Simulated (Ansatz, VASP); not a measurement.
Two plane-wave programs on ZnCu

```
CELL_PARAMETERS angstrom
2.97340 2.97340 0.00000
0.00000 2.97340 2.97340
2.97340 0.00000 2.97340
ATOMIC_POSITIONS crystal
Cu 0.00000 0.00000 0.00000
Cu 0.50000 0.50000 0.50000
Zn 0.25000 0.25000 0.25000
Zn 0.75000 0.75000 0.75000
```

Alike in both runs: task single point; functional LDA; k mesh 7 × 7 × 7; occupations gaussian, width 0.0124 eV; non-collinear spin; Hubbard terms Cu d U = 1.05 eV.

```csv
,VASP,Ansatz
version,VASP 6.6.1,Ansatz 0.2.0
potentials or method,"VASP PAW LDA potentials, release 64 (Cu, Zn), cutoff 520 eV",PAW plane waves
valence electrons in the cell,46,62
```

|  | VASP | Ansatz | Ansatz less VASP |
| --- | --- | --- | --- |
| pressure (GPa) | -12.9 | -12.9 | +0.01 |
| net moment per atom (μB) | 0.00 | 0.00 | 0.000 |

LDA's correlation is that of Perdew and Zunger in VASP and of Perdew and Wang (1992) in Ansatz. The programs project onto different local orbitals, so the same U acts differently, and such runs can settle in different states. VASP's potentials hold 46 valence electrons a cell and Ansatz's 62, so a difference there can come from the potentials and not from the codes. Ansatz's warnings: filled band counts differ across k points, seeded moment not kept.
